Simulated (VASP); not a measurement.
# Si (Fd-3m) in VASP: notebook

Aim: see how the results for Si move with the level of theory and the settings. Levels: PBE, PBEsol, LDA, r2SCAN. Tasks: single point, relaxation of cell and atoms.

Program: VASP 6.6.1. These are calculated values, not measurements. Logs are shortened: lines on timing, memory, paths and dates and some standing lists are left out, and cuts for length are marked.

### Step 1. The cell of the first run

It takes space group Fd-3m (No. 227, cubic). Conventional cell: a = 5.470 Å, b = 5.470 Å, c = 5.470 Å, α = 90.00°, β = 90.00°, γ = 90.00°. Si (site symmetry -43m) has 4 Si at 2.37 Å within 3.1 Å.

### Step 2. Single point, PBE

The input, INCAR:

```
ALGO = Normal ; EDIFF = 1E-6
ENCUT = 520 ; GGA = PE
ISIF = 2 ; ISMEAR = -1
LASPH = True ; LCHARG = False
LREAL = False ; LWAVE = False
NBANDS = 11 ; NELM = 60
PREC = Accurate ; SIGMA = 0.02
```

The input, KPOINTS:

```
k-points
0
Gamma
  8 8 8
```

The input, POSCAR:

```
Si
1.0
    0.0000000000      2.7348878890      2.7348878890
    2.7348878890      0.0000000000      2.7348878890
    2.7348878890      2.7348878890      0.0000000000
Si
2
Direct
    0.7500000000      0.7500000000      0.7500000000
    0.5000000000      0.5000000000      0.5000000000
```

Potentials or basis: VASP PAW PBE potentials, release 64 (Si).

Launch:

```
> cat potpaw_PBE.64/Si/POTCAR > POTCAR
> mpirun -np 1 vasp_std > vasp.out
```

OUTCAR:

```text
EDIFF = 1E-6
   ENCUT = 520
   GGA = PE
   ISIF = 2
   ISMEAR = -1
   LASPH = True
   LREAL = False
   NELM = 60
   PREC = Accurate

 ion  position               nearest neighbor table
   1  0.750  0.750  0.750-   2 2.37   2 2.37   2 2.37   2 2.37
   2  0.500  0.500  0.500-   1 2.37   1 2.37   1 2.37   1 2.37

  LATTYP: Found a face centered cubic cell.
 ALAT       =     5.4697757780

  Lattice vectors:

 A1 = (   0.0000000000,   2.7348878890,   2.7348878890)
 A2 = (   2.7348878890,   0.0000000000,   2.7348878890)
 A3 = (   2.7348878890,   2.7348878890,   0.0000000000)

Analysis of symmetry for initial positions (statically):
=====================================================================
 Subroutine PRICEL returns:
 Original cell was already a primitive cell.

 Routine SETGRP: Setting up the symmetry group for a
 face centered cubic supercell.

 Subroutine GETGRP returns: Found 48 space group operations
 (whereof 24 operations were pure point group operations)
 out of a pool of 48 trial point group operations.

The static configuration has the point symmetry T_d .
 The point group associated with its full space group is O_h .

Analysis of symmetry for dynamics (positions and initial velocities):
=====================================================================
 Subroutine PRICEL returns:
 Original cell was already a primitive cell.

 Routine SETGRP: Setting up the symmetry group for a
 face centered cubic supercell.

 Subroutine GETGRP returns: Found 48 space group operations
 (whereof 24 operations were pure point group operations)
 out of a pool of 48 trial point group operations.

The dynamic configuration has the point symmetry T_d .
 The point group associated with its full space group is O_h .

 Subroutine INISYM returns: Found 48 space group operations
 (whereof 24 operations are pure point group operations),
 and found     1 'primitive' translations

----------------------------------------------------------------------------------------

                                     Primitive cell

  volume of cell :      40.9118

  direct lattice vectors                    reciprocal lattice vectors
     0.000000000  2.734887889  2.734887889    -0.182822851  0.182822851  0.182822851
     2.734887889  0.000000000  2.734887889     0.182822851 -0.182822851  0.182822851
     2.734887889  2.734887889  0.000000000     0.182822851  0.182822851 -0.182822851

  length of vectors
     3.867715544  3.867715544  3.867715544     0.316658466  0.316658466  0.316658466

  position of ions in fractional coordinates (direct lattice)
     0.750000000  0.750000000  0.750000000
     0.500000000  0.500000000  0.500000000

  ion indices of the primitive-cell ions
   primitive index   ion index
                 1           1
                 2           2

----------------------------------------------------------------------------------------

 KPOINTS: k-points

Automatic generation of k-mesh.
 Grid dimensions read from file:
 generate k-points for:    8    8    8

 Generating k-lattice:

  Cartesian coordinates                     Fractional coordinates (reciprocal lattice)
    -0.022852856  0.022852856  0.022852856     0.125000000  0.000000000  0.000000000
     0.022852856 -0.022852856  0.022852856     0.000000000  0.125000000  0.000000000
     0.022852856  0.022852856 -0.022852856     0.000000000  0.000000000  0.125000000

  Length of vectors
     0.039582308  0.039582308  0.039582308

  Shift w.r.t. Gamma in fractional coordinates (k-lattice)
     0.000000000  0.000000000  0.000000000

 Subroutine IBZKPT returns following result:
 ===========================================

 Found     29 irreducible k-points:

 Following reciprocal coordinates:
            Coordinates               Weight
  0.000000  0.000000  0.000000      1.000000
  0.125000  0.000000  0.000000      8.000000
  0.250000  0.000000  0.000000      8.000000
  0.375000  0.000000  0.000000      8.000000
  0.500000  0.000000  0.000000      4.000000
  0.125000  0.125000  0.000000      6.000000
[... 16 lines left out ...]
  0.500000  0.250000  0.125000     48.000000
 -0.375000  0.250000  0.125000     24.000000
 [... further k-points ...]
   k-points           NKPTS =     29   k-points in BZ     NKDIM =     29   number of bands    NBANDS=     11
   number of dos      NEDOS =    301   number of ions     NIONS =      2
   total plane-waves  NPLWV =  27000
   dimension x,y,z NGX =    30 NGY =   30 NGZ =   30
   dimension x,y,z NGXF=    60 NGYF=   60 NGZF=   60
   ions per type =               2
   NGX,Y,Z   is equivalent  to a cutoff of  12.89, 12.89, 12.89 a.u.
   NGXF,Y,Z  is equivalent  to a cutoff of  25.79, 25.79, 25.79 a.u.
 SYSTEM =  unknown system
   PREC   = accura    normal or accurate (medium, high low for compatibility)
   ISTART =      0    job   : 0-new  1-cont  2-samecut
   ICHARG =      2    charge: 1-file 2-atom 10-const
   ISPIN  =      1    spin polarized calculation?
   LNONCOLLINEAR =      F non collinear calculations
   LSORBIT =      F    spin-orbit coupling
   LASPH  =      T    aspherical Exc in radial PAW
   ENCUT  =  520.0 eV  38.22 Ry    6.18 a.u.   7.19  7.19  7.19*2*pi/ulx,y,z
   NELM   =     60;   NELMIN=  2; NELMDL= -5     # of ELM steps
   EDIFF  = 0.1E-05   stopping-criterion for ELM
   LREAL  =      F    real-space projection
   EDIFFG = 0.1E-04   stopping-criterion for IOM
   NSW    =      0    number of steps for IOM
   IBRION =     -1    ionic relax: 0-MD 1-quasi-New 2-CG
   NFREE  =      0    steps in history (QN), initial steepest desc. (CG)
   ISIF   =      2    stress and relaxation
   ISYM   =      2    0-nonsym 1-usesym 2-fastsym
   POTIM  = 0.5000    time-step for ionic-motion
   TEBEG  =    0.0;   TEEND  =   0.0 temperature during run
   PSTRESS=    0.0 pullay stress
   NELECT =       8.0000    total number of electrons
   NUPDOWN=      -1.0000    fix difference up-down
   EMIN   =  10.00;   EMAX   =-10.00  energy-range for DOS
   EFERMI =   0.00;   METHOD = LEGACY
   ISMEAR =    -1;   SIGMA  =   0.02  broadening in eV -4-tet -1-fermi 0-gaus
   EFERMI_NEDOS =   21; number of points for ismear=-14 and -15
   IALGO  =     38    algorithm
   IMIX   =      4    mixing-type and parameters
     AMIX     =   0.40;   BMIX     =  1.00
     AMIX_MAG =   1.60;   BMIX_MAG =  1.00
  volume/ion in A,a.u.               =      20.46       138.04
  Fermi-wavevector in a.u.,A,eV,Ry     =   0.950215  1.795646 12.284821  0.902909
  Thomas-Fermi vector in A             =   2.078571
   LORBIT       =      0    0 simple, 1 ext, 2 COOP (PROOUT), +10 PAW based schemes
   GGA     = PE    functional components
   LHFCALC =     F    Hartree Fock is set to
   AEXX    =    0.0000 exact exchange contribution
   IVDW    =     0    specifies the selected vdW correction
   LEPSILON=     F    determine dielectric tensor
   LRPA    =     F    only Hartree local field effects (RPA)
 non-spin polarized calculation
  energy-cutoff  :      520.00
  volume of cell :       40.91
 maximum number of plane-waves:      1124
 NGX is ok and might be reduce to    30
   NGX = 15   NGY = 15   NGZ = 15

 number of electron       8.0000001 magnetization

 Free energy of the ion-electron system (eV)
  ---------------------------------------------------
  ext. energy  EPLUGINS =         0.00000000
  ---------------------------------------------------
  free energy    TOTEN  =       -10.84608425 eV

  energy without entropy =      -10.84608425  energy(sigma->0) =      -10.84608425

 E-fermi :   5.9299     XC(G=0):  -9.3244

 val. band max:        5.6116351490   @ k =   0.0000   0.0000   0.0000
 cond. band min:       6.2625331405   @ k =   0.3750   0.3750   0.0000
 fundamental gap:      0.6508979915
 Fermi energy:         5.9299349421

 k-point     1 :       0.0000    0.0000    0.0000
  band No.  band energies     occupation
      1      -6.1994      2.00000
      2       5.6116      2.00000
      3       5.6116      2.00000
      4       5.6116      2.00000
      5       8.1679      0.00000
      6       8.1679      0.00000
      7       8.1679      0.00000
      8       8.7390      0.00000
      9      13.3199      0.00000
     10      13.3199      0.00000
     11      13.4865      0.00000

 k-point     2 :       0.1250    0.0000    0.0000
  band No.  band energies     occupation
      1      -5.9990      2.00000
      2       4.0210      2.00000
      3       5.3294      2.00000
      4       5.3294      2.00000
      5       8.0527      0.00000
      6       8.5831      0.00000
      7       8.5831      0.00000
      8      10.1395      0.00000
      9      12.8473      0.00000
     10      12.8473      0.00000
     11      14.2619      0.00000

 k-point     3 :       0.2500    0.0000    0.0000
  band No.  band energies     occupation
      1      -5.4149      2.00000
      2       1.7263      2.00000
      3       4.8669      2.00000
      4       4.8669      2.00000
      5       7.5688      0.00000
      6       9.1009      0.00000
      7       9.1009      0.00000
      8      12.3581      0.00000
      9      12.7981      0.00000
     10      12.7981      0.00000
     11      14.5391      0.00000

 k-point     4 :       0.3750    0.0000    0.0000
  band No.  band energies     occupation
      1      -4.5409      2.00000
      2      -0.2572      2.00000
      3       4.5443      2.00000
      4       4.5443      2.00000
      5       7.2042      0.00000
      6       9.0643      0.00000
      7       9.0643      0.00000
      8      13.4474      0.00000
      9      14.1493      0.00000
     10      14.1493      0.00000
     11      15.1190      0.00000

 k-point     5 :       0.5000    0.0000    0.0000
  band No.  band energies     occupation
      1      -3.9220      2.00000
      2      -1.2546      2.00000
      3       4.4337      2.00000
      4       4.4337      2.00000
      5       7.0761      0.00000
      6       8.9609      0.00000
      7       8.9609      0.00000
      8      13.3124      0.00000
      9      16.1050      0.00000
     10      16.1050      0.00000
     11      16.7886      0.00000
[... 211 lines left out ...]
 k-point    21 :       0.5000    0.5000    0.0000
  band No.  band energies     occupation
      1      -2.1329      2.00000
      2      -2.1329      2.00000
      3       2.8189      2.00000
      4       2.8189      2.00000
      5       6.3638      0.00000
      6       6.3638      0.00000
      7      15.5431      0.00000
      8      15.5431      0.00000
      9      16.5168      0.00000
     10      16.5168      0.00000
     11      18.0520      0.00000

 k-point    22 :       0.3750    0.2500    0.1250
  band No.  band energies     occupation
      1      -4.8952      2.00000
      2       1.3439      2.00000
      3       2.9609      2.00000
      4       4.2121      2.00000
      5       8.0544      0.00000
      6       9.4366      0.00000
      7       9.8146      0.00000
      8      11.0509      0.00000
      9      13.3225      0.00000
     10      15.7133      0.00000
     11      16.5730      0.00000

 k-point    23 :       0.5000    0.2500    0.1250
  band No.  band energies     occupation
      1      -4.0261      2.00000
      2      -0.1749      2.00000
      3       2.3571      2.00000
      4       3.7250      2.00000
      5       8.4754      0.00000
      6       9.1406      0.00000
      7      10.5882      0.00000
      8      11.4885      0.00000
      9      14.5402      0.00000
     10      15.2357      0.00000
     11      17.5115      0.00000

 k-point    24 :      -0.3750    0.2500    0.1250
  band No.  band energies     occupation
      1      -3.3924      2.00000
      2      -1.0938      2.00000
      3       2.2257      2.00000
      4       3.5022      2.00000
      5       8.6341      0.00000
      6       8.7581      0.00000
      7      11.4568      0.00000
      8      12.6764      0.00000
      9      12.9165      0.00000
     10      16.1175      0.00000
     11      17.1613      0.00000

 [... further k-points ...]

------------------------ aborting loop because EDIFF is reached ----------------------------------------

  FORCE on cell =-STRESS in cart. coord.  units (eV):
  Direction    XX          YY          ZZ          XY          YZ          ZX
  --------------------------------------------------------------------------------------
  -------------------------------------------------------------------------------------
  Total       -0.0123796     -0.0123796     -0.0123796      0.0000000      0.0000000      0.0000000
  in kB       -0.4848051     -0.4848051     -0.4848051      0.0000000      0.0000000      0.0000000
  external PRESSURE =      -0.4848051 kB  Pullay stress =       0.0000000 kB

 VOLUME and BASIS-vectors are now :
 -----------------------------------------------------------------------------
  energy-cutoff  :      520.00
  volume of cell :       40.91
      direct lattice vectors                 reciprocal lattice vectors
     0.000000000  2.734887889  2.734887889    -0.182822851  0.182822851  0.182822851
     2.734887889  0.000000000  2.734887889     0.182822851 -0.182822851  0.182822851
     2.734887889  2.734887889  0.000000000     0.182822851  0.182822851 -0.182822851

 POSITION                                       TOTAL-FORCE (eV/Angst)
 -----------------------------------------------------------------------------------
      4.10233      4.10233      4.10233        -0.000000     -0.000000      0.000000
      2.73489      2.73489      2.73489         0.000000      0.000000     -0.000000
 -----------------------------------------------------------------------------------
    total drift:                                0.000000     -0.000000     -0.000000

  FREE ENERGIE OF THE ION-ELECTRON SYSTEM (eV)
  ---------------------------------------------------
  free  energy   TOTEN  =       -10.8460842501 eV

  energy  without entropy=      -10.8460842491  energy(sigma->0) =      -10.84608425
```

It took 5.4 s on 1 thread of Intel Xeon 6975P-C (Granite Rapids), shared host; peak memory 0.15 GiB.

Results:

| Item | Value |
| --- | --- |
| Free energy | -10.8461 eV |
| Pressure | 0.0 GPa |
| Band gap on the k mesh | 0.65 eV (least direct gap 2.56 eV) |

A k mesh can miss the band edges.

[end of part 1 of 3]
